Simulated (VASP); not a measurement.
Wanted: the native input for a VASP 6.6.1 run.

```yaml
Task: single point
Functional: PBE
Potentials_or_basis: VASP PAW PBE potentials, release 64 (Zn, Se)
Cutoff: 520 eV
k_mesh: 8 × 8 × 8
Occupations: fermi-dirac, width 0.02 eV
Spin: no spin polarisation
Dipole_correction: no
Further_INCAR_settings: ALGO = Normal; EDIFF = 1e-07; NBANDS = 16
```

The structure of ZnSe lies in POSCAR:

```
ZnSe
1.0
    0.0000000000      2.8324246775      2.8324246775
    2.8992698999      0.0000000000      2.8324246775
    2.8992698999      2.8324246775      0.0000000000
Zn Se
1 1
Direct
    0.0000000000      0.0000000000      0.0000000000
    0.2500000000      0.2500000000      0.2500000000
```

This cell differs from its parent crystal: uniaxial x strain +2.4%.

One way to write it, as run:

INCAR

```
ALGO = Normal
EDIFF = 1E-7
ENCUT = 520
GGA = PE
ISIF = 2
ISMEAR = -1
LASPH = T
LCHARG = F
LREAL = F
LWAVE = F
NBANDS = 16
NELM = 80
PREC = Accurate
SIGMA = 0.02
```

KPOINTS

```
k-points
0
Gamma
  8 8 8
```

Potentials or basis: VASP PAW PBE potentials, release 64 (Zn, Se).

The run is started by

```console
$ cat potpaw_PBE.64/Zn/POTCAR potpaw_PBE.64/Se/POTCAR > POTCAR
$ mpirun -np 1 vasp_std > vasp.out
```

It gave:

The pressure is 0.9 GPa. The band gap on the k mesh is 1.17 eV.

Caveat: the cell differs from its parent crystal (uniaxial x strain +2.4%).

It took 82 s on 1 thread of Intel Xeon 8259CL, on a shared host, peak memory 0.2 GiB.
